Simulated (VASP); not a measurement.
# Pt (Fm-3m) in VASP: a series of runs

The runs below take Pt through single point, with PBEsol.

Everything below comes from runs of VASP 6.6.1. Logs are shortened: lines on timing, memory, paths and dates and some standing lists are left out, and cuts for length are marked.

## 1. The cell of the first run

It takes space group Fm-3m (No. 225, cubic). The conventional cell has a = 3.858 Å, b = 3.858 Å, c = 3.858 Å, α = 90.00°, β = 90.00°, γ = 90.00°. Pt (site symmetry m-3m) has 12 Pt at 2.73 Å within 3.6 Å.

## 2. Single point, PBEsol, collinear spin (14.36 Å³/atom)

INCAR

```
SYSTEM = Pt
PREC     = Accurate       ! precision mode
ENCUT    = 520            ! plane-wave cutoff, eV
EDIFF    = 1E-6           ! SCF threshold, eV
ISMEAR   = 0              ! smearing method
SIGMA    = 0.15           ! smearing width, eV
LREAL    = .False.        ! projectors in reciprocal space
LASPH    = .True.         ! aspherical terms in the spheres
NELM     = 150            ! most SCF steps
ALGO     = Fast           ! electronic algorithm
ISIF     = 2              ! what is computed and relaxed
LWAVE    = .False.        ! write WAVECAR
LCHARG   = .False.        ! write CHGCAR
ISPIN    = 2              ! spin polarisation
MAGMOM   = 0.05           ! initial moments
LORBIT   = 11             ! projections on sites
NUPDOWN  = 0.05           ! fixed moment
LMAXMIX  = 4              ! l up to which the mixer works
GGA      = PS             ! functional
NBANDS   = 15             ! bands
```

KPOINTS

```
regular mesh
0
Gamma
  22 22 22
  0 0 0
```

POSCAR

```
Pt
1.0
    0.0000000000      1.9291443853      1.9291443853
    1.9291443853      0.0000000000      1.9291443853
    1.9291443853      1.9291443853      0.0000000000
Pt
1
Direct
    0.0000000000      0.0000000000      0.0000000000
```

Potentials or basis: VASP PAW PBE potentials, release 64 (Pt).

Run with:

```sh
$ cat potpaw_PBE.64/Pt/POTCAR > POTCAR
$ mpirun -np 1 vasp_std > vasp.out
```

OUTCAR:

```text
SYSTEM = Pt
   PREC = Accurate
   ENCUT = 520
   EDIFF = 1E-6
   ISMEAR = 0
   LREAL = .False.
   LASPH = .True.
   NELM = 150
   ISIF = 2
   ISPIN = 2
   LORBIT = 11
   NUPDOWN = 0.05
   GGA = PS

 ion  position               nearest neighbor table
   1  0.000  0.000  0.000-

  LATTYP: Found a face centered cubic cell.
 ALAT       =     3.8582887706

  Lattice vectors:

 A1 = (   0.0000000000,   1.9291443853,   1.9291443853)
 A2 = (   1.9291443853,   0.0000000000,   1.9291443853)
 A3 = (   1.9291443853,   1.9291443853,   0.0000000000)

Analysis of symmetry for initial positions (statically):
=====================================================================
 Subroutine PRICEL returns:
 Original cell was already a primitive cell.

 Routine SETGRP: Setting up the symmetry group for a
 face centered cubic supercell.

 Subroutine GETGRP returns: Found 48 space group operations
 (whereof 48 operations were pure point group operations)
 out of a pool of 48 trial point group operations.

The static configuration has the point symmetry O_h .

Analysis of symmetry for dynamics (positions and initial velocities):
=====================================================================
 Subroutine PRICEL returns:
 Original cell was already a primitive cell.

 Routine SETGRP: Setting up the symmetry group for a
 face centered cubic supercell.

 Subroutine GETGRP returns: Found 48 space group operations
 (whereof 48 operations were pure point group operations)
 out of a pool of 48 trial point group operations.

The dynamic configuration has the point symmetry O_h .

Analysis of structural, dynamic, and magnetic symmetry:
=====================================================================
 Subroutine PRICEL returns:
 Original cell was already a primitive cell.

 Routine SETGRP: Setting up the symmetry group for a
 face centered cubic supercell.

 Subroutine GETGRP returns: Found 48 space group operations
 (whereof 48 operations were pure point group operations)
 out of a pool of 48 trial point group operations.

The overall configuration has the point symmetry O_h .

 Subroutine INISYM returns: Found 48 space group operations
 (whereof 48 operations are pure point group operations),
 and found     1 'primitive' translations

----------------------------------------------------------------------------------------

                                     Primitive cell

  volume of cell :      14.3590

  direct lattice vectors                    reciprocal lattice vectors
     0.000000000  1.929144385  1.929144385    -0.259182259  0.259182259  0.259182259
     1.929144385  0.000000000  1.929144385     0.259182259 -0.259182259  0.259182259
     1.929144385  1.929144385  0.000000000     0.259182259  0.259182259 -0.259182259
[... 122 lines left out ...]

 number of electron       9.9999999 magnetization       0.0500000

 Free energy of the ion-electron system (eV)
  ---------------------------------------------------
  ext. energy  EPLUGINS =         0.00000000
  ---------------------------------------------------
  free energy    TOTEN  =        -6.94560833 eV

  energy without entropy =       -6.92699730  energy(sigma->0) =       -6.93630281

 E-fermi :  12.0569     XC(G=0): -13.9199

 val. band max:       12.0762402254   @ k =  -0.4545   0.2273   0.0455
 cond. band min:      12.0577083074   @ k =   0.4545   0.0000   0.0000
 fundamental gap:     -0.0185319180
 Fermi energy:        12.0800278677

 spin component 1

 k-point     1 :       0.0000    0.0000    0.0000
  band No.  band energies     occupation
      1       1.2001      1.00000
      2       7.9312      1.00000
      3       7.9312      1.00000
      4       7.9312      1.00000
      5      10.2944      1.00000
      6      10.2944      1.00000
      7      26.5344      0.00000
      8      31.7746      0.00000
      9      31.7746      0.00000
     10      31.7746      0.00000
     11      37.2571      0.00000
     12      44.3647      0.00000
     13      45.2811      0.00000
     14      45.2822      0.00000
[... 403 lines left out ...]
      4      10.6396      1.00000
      5      11.9971      0.78287
      6      12.6758      0.00000
      7      18.4606      0.00000
      8      26.2860      0.00000
      9      31.0720      0.00000
     10      31.5168      0.00000
     11      40.8389      0.00000
     12      41.2809      0.00000
     13      42.4520      0.00000
     14      44.6681      0.00000
     15      44.7221      0.00000

 [... further k-points ...]

 spin component 2

 k-point     1 :       0.0000    0.0000    0.0000
  band No.  band energies     occupation
      1       1.2088      1.00000
      2       7.9652      1.00000
      3       7.9652      1.00000
      4       7.9652      1.00000
      5      10.3254      1.00000
      6      10.3254      1.00000
      7      26.5421      0.00000
      8      31.7813      0.00000
      9      31.7813      0.00000
     10      31.7813      0.00000
     11      37.2586      0.00000
     12      44.4186      0.00000
     13      45.2950      0.00000
     14      45.2952      0.00000
[... 403 lines left out ...]
      4      10.6540      1.00000
      5      12.0341      0.58482
      6      12.7044      0.00000
      7      18.4883      0.00000
      8      26.2917      0.00000
      9      31.0838      0.00000
     10      31.5286      0.00000
     11      40.8486      0.00000
     12      41.2906      0.00000
     13      42.4627      0.00000
     14      44.7193      0.00000
     15      44.7749      0.00000

 [... further k-points ...]
[... 5 lines left out ...]
  --------------------------------------------------------------------------------------
  -------------------------------------------------------------------------------------
  Total        1.3297303      1.3297303      1.3297303     -0.0000000      0.0000000     -0.0000000
  in kB      148.3713119    148.3713119    148.3713119     -0.0000000      0.0000000     -0.0000000
  external PRESSURE =     148.3713119 kB  Pullay stress =       0.0000000 kB

 VOLUME and BASIS-vectors are now :
 -----------------------------------------------------------------------------
  energy-cutoff  :      520.00
  volume of cell :       14.36
      direct lattice vectors                 reciprocal lattice vectors
     0.000000000  1.929144385  1.929144385    -0.259182259  0.259182259  0.259182259
     1.929144385  0.000000000  1.929144385     0.259182259 -0.259182259  0.259182259
     1.929144385  1.929144385  0.000000000     0.259182259  0.259182259 -0.259182259

 POSITION                                       TOTAL-FORCE (eV/Angst)
 -----------------------------------------------------------------------------------
      0.00000      0.00000      0.00000         0.000000      0.000000      0.000000
 -----------------------------------------------------------------------------------
    total drift:                               -0.000000     -0.000000     -0.000000

  FREE ENERGIE OF THE ION-ELECTRON SYSTEM (eV)
  ---------------------------------------------------
  free  energy   TOTEN  =        -6.9456083287 eV

  energy  without entropy=       -6.9269972954  energy(sigma->0) =       -6.93630281

 total charge

# of ion       s       p       d       tot
------------------------------------------
    1        0.661   0.680   8.082   9.424

 magnetization (x)

# of ion       s       p       d       tot
------------------------------------------
    1       -0.000  -0.001   0.050   0.049
```

OSZICAR:

```text
N       E                     dE             d eps       ncg     rms          rms(c)
DAV:   1     0.433759213944E+02    0.43376E+02   -0.47691E+03 19800   0.589E+02
DAV:   2    -0.659908982253E+01   -0.49975E+02   -0.47740E+02 26526   0.159E+02
DAV:   3    -0.738444783694E+01   -0.78536E+00   -0.78215E+00 26197   0.178E+01
DAV:   4    -0.738668926459E+01   -0.22414E-02   -0.22412E-02 23846   0.111E+00
DAV:   5    -0.738670091399E+01   -0.11649E-04   -0.11649E-04 25886   0.672E-02    0.154E+01
RMM:   6    -0.700279548299E+01    0.38391E+00   -0.24080E-01 22419   0.321E+00    0.796E+00
RMM:   7    -0.695012951104E+01    0.52666E-01   -0.60560E-02 24067   0.172E+00    0.262E+00
RMM:   8    -0.694567318072E+01    0.44563E-02   -0.66337E-03 25093   0.574E-01    0.692E-01
RMM:   9    -0.694563077625E+01    0.42404E-04   -0.52874E-04 26937   0.141E-01    0.201E-01
RMM:  10    -0.694560770565E+01    0.23071E-04   -0.70625E-05 26567   0.477E-02    0.488E-02
RMM:  11    -0.694560832867E+01   -0.62302E-06   -0.91446E-06 26148   0.163E-02
   1 F= -.69456083E+01 E0= -.69363028E+01  d E =-.186110E-01  mag=     0.0500
```

stdout:

```text
POSCAR found type information on POSCAR Pt
 POSCAR found :  1 types and       1 ions
 scaLAPACK will be used
 -----------------------------------------------------------------------------
|                                                                             |
|                                                                             |
|     You enforced a specific xc type in the INCAR file but a different       |
|     I HOPE YOU KNOW WHAT YOU ARE DOING!                                     |
|                                                                             |
 -----------------------------------------------------------------------------

 LDA part: xc-table for (Slater+PW92), standard interpolation
 POSCAR, INCAR and KPOINTS ok, starting setup
 FFT: planning ... GRIDC
 FFT: planning ... GRID_SOFT
 FFT: planning ... GRID
 WAVECAR not read
 entering main loop
```

Wall time 58 s (1 thread of AMD EPYC 9R45 (Zen 5), shared host); peak memory 0.18 GiB.

Results:

```
Free energy                                           : -6.9456 eV
Pressure                                              : 14.8 GPa
Net moment                                            : 0.05 μB per cell
Site moments                                          : Pt +0.05 μB
Valence electrons inside the program's atomic spheres : Pt 9.42
```

Caveat: the cell stands under pressure; the PAW data sets were made with another functional, which shifts forces and pressure a little; spin-orbit coupling is left out, which moves the levels of the heavy elements; the total moment is fixed, so each spin has its own Fermi level.

## 3. Single point, PBEsol, collinear spin (15.04 Å³/atom)

This run uses another cell than the first one, of 15.04 Å³/atom.

INCAR

```
ALGO = Normal ; EDIFF = 1E-6
ENCUT = 520 ; GGA = PS
ISIF = 2 ; ISMEAR = 0
ISPIN = 2 ; LASPH = T
LCHARG = T ; LELF = T
LMAXMIX = 4 ; LORBIT = 11
LREAL = F ; LVHAR = T
LWAVE = F ; MAGMOM = 0.3
NBANDS = 15 ; NELM = 150
NUPDOWN = 0.3 ; PREC = Accurate
SIGMA = 0.15
```

KPOINTS

```
k-points
0
Gamma
  22 22 22
```

POSCAR

```
Pt
1.0
    0.0000000000      1.9589709028      1.9589709028
    1.9589709028      0.0000000000      1.9589709028
    1.9589709028      1.9589709028      0.0000000000
Pt
1
Direct
    0.0000000000      0.0000000000      0.0000000000
```

Potentials or basis: VASP PAW PBE potentials, release 64 (Pt).

Run with:

```sh
$ cat potpaw_PBE.64/Pt/POTCAR > POTCAR
$ mpirun -np 1 vasp_std > vasp.out
```

It took 92 s on 1 thread of AMD EPYC 9R45 (Zen 5), shared host; peak memory 0.2 GiB.

The run converged. Its results:

- Free energy: -6.9660 eV
- Pressure: 0.2 GPa
- Net moment: 0.30 μB per cell
- Site moments: Pt +0.30 μB
- Valence electrons inside the program's atomic spheres: Pt 9.29

Caveat: the PAW data sets were made with another functional, which shifts forces and pressure a little; spin-orbit coupling is left out, which moves the levels of the heavy elements; the total moment is fixed, so each spin has its own Fermi level.
